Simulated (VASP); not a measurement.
Input of a VASP 6.6.1 run:

File INCAR:

```
PREC = Accurate
ENCUT = 520
EDIFF = 1E-8
ISMEAR = 0
SIGMA = 0.01
LREAL = F
LASPH = T
NELM = 100
ALGO = Normal
ISIF = 2
LWAVE = F
LCHARG = F
IBRION = 8
NSW = 1
LEPSILON = T
```

File KPOINTS:

```
Automatic mesh
0
Gamma
  12 12 12
```

File POSCAR:

```
BN
1.0
    0.0000000000      1.7774769167      1.7774769167
    1.7774769167      0.0000000000      1.7774769167
    1.7774769167      1.7774769167      0.0000000000
B N
1 1
Direct
    0.0000000000      0.0000000000      0.0000000000
    0.7500000000      0.7500000000      0.7500000000
```

Potentials or basis: VASP PAW LDA potentials, release 64 (B, N).

Command:

```console
$ cat potpaw_LDA.64/B/POTCAR potpaw_LDA.64/N/POTCAR > POTCAR
$ mpirun -np 1 vasp_std > vasp.out
```

Problem. Estimate the electronic dielectric tensor (diagonal).

Solution. 4.55.

Problem. Predict the Born charges (mean of the diagonal).

Solution. B +1.86; N -1.86 e.

Problem. Estimate the highest phonon frequency at Γ, LO-TO splitting left out.

Solution. 1099 cm⁻¹.

Born effective charge tensors (e):
atom 1, B
```
1.86 0.00 0.00
0.00 1.86 0.00
0.00 0.00 1.86
```
atom 2, N
```
-1.86  0.00  0.00
 0.00 -1.86  0.00
 0.00  0.00 -1.86
```

Caveat: the cell wasn't relaxed at this level first, which shifts response properties.
